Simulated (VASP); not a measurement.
# AlNi (P4/mmm) in VASP: notebook

AlNi is run at these levels: PBEsol; tasks: single point.

Everything below comes from runs of VASP 6.6.1. Logs are shortened: lines on timing, memory, paths and dates and some standing lists are left out, and cuts for length are marked.

**1. The cell of the first run**

It takes space group P4/mmm (No. 123, tetragonal). Conventional cell: a = 3.111 Å, b = 3.111 Å, c = 2.766 Å, α = 90.00°, β = 90.00°, γ = 90.00°. Within 3.4 Å of Al (site symmetry 4/mmm) lie 8 Ni at 2.60 Å and 6 Al at 2.77 to 3.11 Å. Ni (site symmetry 4/mmm) has 8 Al at 2.60 Å and 6 Ni at 2.77 to 3.11 Å within 3.4 Å.

**2. Single point, PBEsol (strain +0.080 along x and y, -0.040 along z)**

INCAR reads:

```
PREC = Accurate
ENCUT = 520
EDIFF = 1E-7
ISMEAR = 0
SIGMA = 0.15
LREAL = False
LASPH = True
NELM = 60
ALGO = Fast
ISIF = 2
LWAVE = False
LCHARG = True
GGA = PS
LELF = True
LVHAR = True
NBANDS = 14
```

KPOINTS reads:

```
Automatic mesh
0
Gamma
  16 16 16
```

POSCAR reads:

```
AlNi
1.0
    3.1114800000      0.0000000000      0.0000000000
    0.0000000000      3.1114800000      0.0000000000
    0.0000000000      0.0000000000      2.7657600000
Al Ni
1 1
Direct
    0.0000000000      0.0000000000      0.0000000000
    0.5000000000      0.5000000000      0.5000000000
```

Potentials or basis: VASP PAW PBE potentials, release 64 (Al, Ni).

Command:

```
> cat potpaw_PBE.64/Al/POTCAR potpaw_PBE.64/Ni/POTCAR > POTCAR
> mpirun -np 1 vasp_std > vasp.out
```

OUTCAR:

```text
PREC = Accurate
   ENCUT = 520
   EDIFF = 1E-7
   ISMEAR = 0
   LREAL = False
   LASPH = True
   NELM = 60
   ISIF = 2
   GGA = PS

 ion  position               nearest neighbor table
   1  0.000  0.000  0.000-   2 2.60   2 2.60   2 2.60   2 2.60   2 2.60   2 2.60   2 2.60   2 2.60

   2  0.500  0.500  0.500-   1 2.60   1 2.60   1 2.60   1 2.60   1 2.60   1 2.60   1 2.60   1 2.60

  LATTYP: Found a simple tetragonal cell.
 ALAT       =     3.1114800000
 C/A-ratio  =     0.8888888889

  Lattice vectors:

 A1 = (   3.1114800000,   0.0000000000,   0.0000000000)
 A2 = (   0.0000000000,   3.1114800000,   0.0000000000)
 A3 = (   0.0000000000,   0.0000000000,   2.7657600000)

Analysis of symmetry for initial positions (statically):
=====================================================================
 Subroutine PRICEL returns:
 Original cell was already a primitive cell.

 Routine SETGRP: Setting up the symmetry group for a
 simple tetragonal supercell.

 Subroutine GETGRP returns: Found 16 space group operations
 (whereof 16 operations were pure point group operations)
 out of a pool of 16 trial point group operations.

The static configuration has the point symmetry D_4h.

Analysis of symmetry for dynamics (positions and initial velocities):
=====================================================================
 Subroutine PRICEL returns:
 Original cell was already a primitive cell.

 Routine SETGRP: Setting up the symmetry group for a
 simple tetragonal supercell.

 Subroutine GETGRP returns: Found 16 space group operations
 (whereof 16 operations were pure point group operations)
 out of a pool of 16 trial point group operations.

The dynamic configuration has the point symmetry D_4h.

 Subroutine INISYM returns: Found 16 space group operations
 (whereof 16 operations are pure point group operations),
 and found     1 'primitive' translations

----------------------------------------------------------------------------------------

                                     Primitive cell

  volume of cell :      26.7762

  direct lattice vectors                    reciprocal lattice vectors
     3.111480000  0.000000000  0.000000000     0.321390464  0.000000000  0.000000000
     0.000000000  3.111480000  0.000000000     0.000000000  0.321390464  0.000000000
     0.000000000  0.000000000  2.765760000     0.000000000  0.000000000  0.361564272

  length of vectors
     3.111480000  3.111480000  2.765760000     0.321390464  0.321390464  0.361564272

  position of ions in fractional coordinates (direct lattice)
     0.000000000  0.000000000  0.000000000
     0.500000000  0.500000000  0.500000000

  ion indices of the primitive-cell ions
   primitive index   ion index
                 1           1
                 2           2

----------------------------------------------------------------------------------------

 KPOINTS: Automatic mesh

Automatic generation of k-mesh.
 Grid dimensions read from file:
 generate k-points for:   16   16   16

 Generating k-lattice:

  Cartesian coordinates                     Fractional coordinates (reciprocal lattice)
     0.020086904  0.000000000  0.000000000     0.062500000  0.000000000  0.000000000
     0.000000000  0.020086904  0.000000000     0.000000000  0.062500000  0.000000000
     0.000000000  0.000000000  0.022597767     0.000000000  0.000000000  0.062500000

  Length of vectors
     0.020086904  0.020086904  0.022597767

  Shift w.r.t. Gamma in fractional coordinates (k-lattice)
     0.000000000  0.000000000  0.000000000

 Subroutine IBZKPT returns following result:
 ===========================================

 Found    405 irreducible k-points:

 Following reciprocal coordinates:
            Coordinates               Weight
  0.000000  0.000000  0.000000      1.000000
  0.062500  0.000000  0.000000      4.000000
  0.125000  0.000000  0.000000      4.000000
  0.187500  0.000000  0.000000      4.000000
  0.250000  0.000000  0.000000      4.000000
  0.312500  0.000000  0.000000      4.000000
[... 16 lines left out ...]
  0.437500  0.125000  0.000000      8.000000
  0.500000  0.125000  0.000000      4.000000
 [... further k-points ...]
   k-points           NKPTS =    405   k-points in BZ     NKDIM =    405   number of bands    NBANDS=     14
   number of dos      NEDOS =    301   number of ions     NIONS =      2
   total plane-waves  NPLWV =  13824
   dimension x,y,z NGX =    24 NGY =   24 NGZ =   24
   dimension x,y,z NGXF=    48 NGYF=   48 NGZF=   48
   ions per type =               1   1
   NGX,Y,Z   is equivalent  to a cutoff of  12.82, 12.82, 14.43 a.u.
   NGXF,Y,Z  is equivalent  to a cutoff of  25.65, 25.65, 28.85 a.u.
 SYSTEM =  unknown system
   PREC   = accura    normal or accurate (medium, high low for compatibility)
   ISTART =      0    job   : 0-new  1-cont  2-samecut
   ICHARG =      2    charge: 1-file 2-atom 10-const
   ISPIN  =      1    spin polarized calculation?
   LNONCOLLINEAR =      F non collinear calculations
   LSORBIT =      F    spin-orbit coupling
   LASPH  =      T    aspherical Exc in radial PAW
   ENCUT  =  520.0 eV  38.22 Ry    6.18 a.u.   5.79  5.79  5.14*2*pi/ulx,y,z
   NELM   =     60;   NELMIN=  2; NELMDL= -5     # of ELM steps
   EDIFF  = 0.1E-06   stopping-criterion for ELM
   LREAL  =      F    real-space projection
   EDIFFG = 0.1E-05   stopping-criterion for IOM
   NSW    =      0    number of steps for IOM
   IBRION =     -1    ionic relax: 0-MD 1-quasi-New 2-CG
   NFREE  =      0    steps in history (QN), initial steepest desc. (CG)
   ISIF   =      2    stress and relaxation
   ISYM   =      2    0-nonsym 1-usesym 2-fastsym
   POTIM  = 0.5000    time-step for ionic-motion
   TEBEG  =    0.0;   TEEND  =   0.0 temperature during run
   PSTRESS=    0.0 pullay stress
   NELECT =      13.0000    total number of electrons
   NUPDOWN=      -1.0000    fix difference up-down
   EMIN   =  10.00;   EMAX   =-10.00  energy-range for DOS
   EFERMI =   0.00;   METHOD = LEGACY
   ISMEAR =     0;   SIGMA  =   0.15  broadening in eV -4-tet -1-fermi 0-gaus
   EFERMI_NEDOS =   21; number of points for ismear=-14 and -15
   IALGO  =     68    algorithm
   IMIX   =      4    mixing-type and parameters
     AMIX     =   0.40;   BMIX     =  1.00
     AMIX_MAG =   1.60;   BMIX_MAG =  1.00
  volume/ion in A,a.u.               =      13.39        90.35
  Fermi-wavevector in a.u.,A,eV,Ry     =   1.286688  2.431487 22.525328  1.655565
  Thomas-Fermi vector in A             =   2.418747
   LORBIT       =      0    0 simple, 1 ext, 2 COOP (PROOUT), +10 PAW based schemes
   GGA     = PS    functional components
   LHFCALC =     F    Hartree Fock is set to
   AEXX    =    0.0000 exact exchange contribution
   IVDW    =     0    specifies the selected vdW correction
   LEPSILON=     F    determine dielectric tensor
   LRPA    =     F    only Hartree local field effects (RPA)
 non-spin polarized calculation
 RMM-DIIS sequential band-by-band and
 Gauss-broadening in eV      SIGMA  =   0.15
  energy-cutoff  :      520.00
  volume of cell :       26.78
 maximum number of plane-waves:       736
 NGX is ok and might be reduce to    24
   NGX = 11   NGY = 11   NGZ = 11

 number of electron      13.0000007 magnetization

 Free energy of the ion-electron system (eV)
  ---------------------------------------------------
  ext. energy  EPLUGINS =         0.00000000
  ---------------------------------------------------
  free energy    TOTEN  =       -11.34139170 eV

  energy without entropy =      -11.32966415  energy(sigma->0) =      -11.33552793

 E-fermi :   8.4993     XC(G=0): -11.6282

 val. band max:        8.4922192996   @ k =   0.1875   0.1875   0.4375
 cond. band min:       8.4999276579   @ k =   0.5000   0.2500   0.5000
 fundamental gap:      0.0077083583
 Fermi energy:         8.4993330449

 k-point     1 :       0.0000    0.0000    0.0000
  band No.  band energies     occupation
      1      -1.8604      2.00000
      2       5.7106      2.00000
      3       5.7115      2.00000
      4       6.9661      2.00000
      5       7.2768      2.00000
      6       7.2768      2.00000
      7      12.2859      0.00000
      8      12.2859      0.00000
      9      15.7785      0.00000
     10      15.9323      0.00000
     11      16.3266      0.00000
     12      21.1400      0.00000
     13      26.4570      0.00000
     14      28.3686      0.00000

 k-point     2 :       0.0625    0.0000    0.0000
  band No.  band energies     occupation
      1      -1.7990      2.00000
      2       5.6945      2.00000
      3       5.7232      2.00000
      4       6.9368      2.00000
      5       7.2621      2.00000
      6       7.2786      2.00000
      7      11.7104      0.00000
      8      12.3742      0.00000
      9      15.8643      0.00000
     10      16.3989      0.00000
     11      16.4878      0.00000
     12      21.2368      0.00000
     13      25.5188      0.00000
     14      27.7165      0.00000

 k-point     3 :       0.1250    0.0000    0.0000
  band No.  band energies     occupation
      1      -1.6155      2.00000
      2       5.6300      2.00000
      3       5.7572      2.00000
      4       6.8565      2.00000
      5       7.2208      2.00000
      6       7.2838      2.00000
      7      10.5988      0.00000
      8      12.6316      0.00000
      9      15.8974      0.00000
     10      16.6131      0.00000
     11      17.7320      0.00000
     12      21.5659      0.00000
     13      24.0880      0.00000
     14      26.5666      0.00000
[... 324 lines left out ...]
 k-point    23 :       0.4375    0.1250    0.0000
  band No.  band energies     occupation
      1       1.2095      2.00000
      2       3.0109      2.00000
      3       6.0276      2.00000
      4       6.2881      2.00000
      5       6.9434      2.00000
      6       7.2730      2.00000
      7       7.6998      2.00000
      8      13.5021      0.00000
      9      15.3276      0.00000
     10      19.0625      0.00000
     11      19.7352      0.00000
     12      21.5988      0.00000
     13      22.4522      0.00000
     14      23.9987      0.00000

 k-point    24 :       0.5000    0.1250    0.0000
  band No.  band energies     occupation
      1       1.7627      2.00000
      2       2.4047      2.00000
      3       6.0491      2.00000
      4       6.2682      2.00000
      5       6.9310      2.00000
      6       7.2750      2.00000
      7       7.6574      2.00000
      8      13.9953      0.00000
      9      14.7653      0.00000
     10      19.0835      0.00000
     11      20.4371      0.00000
     12      20.8110      0.00000
     13      22.8075      0.00000
     14      23.6369      0.00000

 [... further k-points ...]

------------------------ aborting loop because EDIFF is reached ----------------------------------------

  FORCE on cell =-STRESS in cart. coord.  units (eV):
  Direction    XX          YY          ZZ          XY          YZ          ZX
  --------------------------------------------------------------------------------------
  -------------------------------------------------------------------------------------
  Total       -3.2180946     -3.2180946     -1.7145625      0.0000000     -0.0000000      0.0000000
  in kB     -192.5576916   -192.5576916   -102.5924457      0.0000000     -0.0000000      0.0000000
  external PRESSURE =    -162.5692763 kB  Pullay stress =       0.0000000 kB

 VOLUME and BASIS-vectors are now :
 -----------------------------------------------------------------------------
  energy-cutoff  :      520.00
  volume of cell :       26.78
      direct lattice vectors                 reciprocal lattice vectors
     3.111480000  0.000000000  0.000000000     0.321390464  0.000000000  0.000000000
     0.000000000  3.111480000  0.000000000     0.000000000  0.321390464  0.000000000
     0.000000000  0.000000000  2.765760000     0.000000000  0.000000000  0.361564272

 POSITION                                       TOTAL-FORCE (eV/Angst)
 -----------------------------------------------------------------------------------
      0.00000      0.00000      0.00000         0.000000      0.000000      0.000000
      1.55574      1.55574      1.38288         0.000000      0.000000      0.000000
 -----------------------------------------------------------------------------------
    total drift:                                0.000000     -0.000000     -0.000000

  FREE ENERGIE OF THE ION-ELECTRON SYSTEM (eV)
  ---------------------------------------------------
  free  energy   TOTEN  =       -11.3413916998 eV

  energy  without entropy=      -11.3296641543  energy(sigma->0) =      -11.33552793
```

Wall time 3.3 min (1 thread of Intel Xeon 8259CL, shared host); peak memory 0.27 GiB.

What came out:

| Item | Value |
| --- | --- |
| Free energy | -11.3414 eV |
| Pressure | -16.3 GPa |
| Band gap on the k mesh | zero (an odd number of electrons rules out a gap without spin polarisation) |

Caveat: the cell differs from its parent crystal (strain +0.080 along x and y, -0.040 along z); the cell stands under tension; the PAW data sets were made with another functional, which shifts forces and pressure a little. Spin polarisation is off, so any magnetic state and its effect on volume and gap are missing.

**3. Single point, PBEsol (strain -0.080 along x and y, +0.040 along z)**

INCAR reads:

```
ALGO = Normal
EDIFF = 1E-7
ENCUT = 520
GGA = PS
ISIF = 2
ISMEAR = 0
LASPH = T
LCHARG = T
LELF = T
LREAL = F
LVHAR = T
LWAVE = F
NBANDS = 14
NELM = 80
PREC = Accurate
SIGMA = 0.15
```

KPOINTS reads:

```
k-points
0
Gamma
  16 16 16
```

POSCAR reads:

```
AlNi
1.0
    2.6505200000      0.0000000000      0.0000000000
    0.0000000000      2.6505200000      0.0000000000
    0.0000000000      0.0000000000      2.9962400000
Al Ni
1 1
Direct
    0.0000000000      0.0000000000      0.0000000000
    0.5000000000      0.5000000000      0.5000000000
```

Potentials or basis: VASP PAW PBE potentials, release 64 (Al, Ni).

Command:

```
> cat potpaw_PBE.64/Al/POTCAR potpaw_PBE.64/Ni/POTCAR > POTCAR
> mpirun -np 1 vasp_std > vasp.out
```

It took 98 s on 1 thread of Intel Xeon 8259CL, shared host; peak memory 0.23 GiB.

It converged, with:

```yaml
Free_energy: -11.3723 eV
Pressure: 24.5 GPa
Band_gap_on_the_k_mesh: zero (an odd number of electrons rules out a gap without spin polarisation)
```

Stress tensor (GPa, compression positive):
```
27.36  0.00  0.00
 0.00 27.36  0.00
 0.00  0.00 18.72
```

Levels at points of the mesh, in eV from the Fermi level:
```csv
k point,band 3,band 4,band 5,band 6,band 7,band 8,band 9,band 10,band 11,band 12
"(0.00, 0.00, 0.00)",-3.87,-1.92,-1.92,-1.57,3.11,7.55,7.72,7.72,9.03,16.66
"(0.50, 0.00, 0.00)",-3.30,-3.21,-2.41,-1.78,-0.38,8.06,8.08,10.32,12.30,14.08
"(0.50, 0.50, 0.00)",-2.88,-2.88,-2.60,-2.60,-0.98,2.48,3.98,11.82,14.41,14.41
"(0.00, 0.00, 0.50)",-3.50,-2.41,-2.41,-1.52,-1.44,8.55,11.88,11.88,12.70,12.70
"(0.50, 0.00, 0.50)",-3.81,-3.19,-2.34,-2.22,-1.43,1.48,2.68,15.06,16.49,17.21
"(0.50, 0.50, 0.50)",-4.73,-1.38,-0.97,1.68,2.06,2.06,4.58,4.58,4.97,5.97
```

Caveat: the cell differs from its parent crystal (strain -0.080 along x and y, +0.040 along z); the cell stands under pressure; the PAW data sets were made with another functional, which shifts forces and pressure a little. Spin polarisation is off, so any magnetic state and its effect on volume and gap are missing.
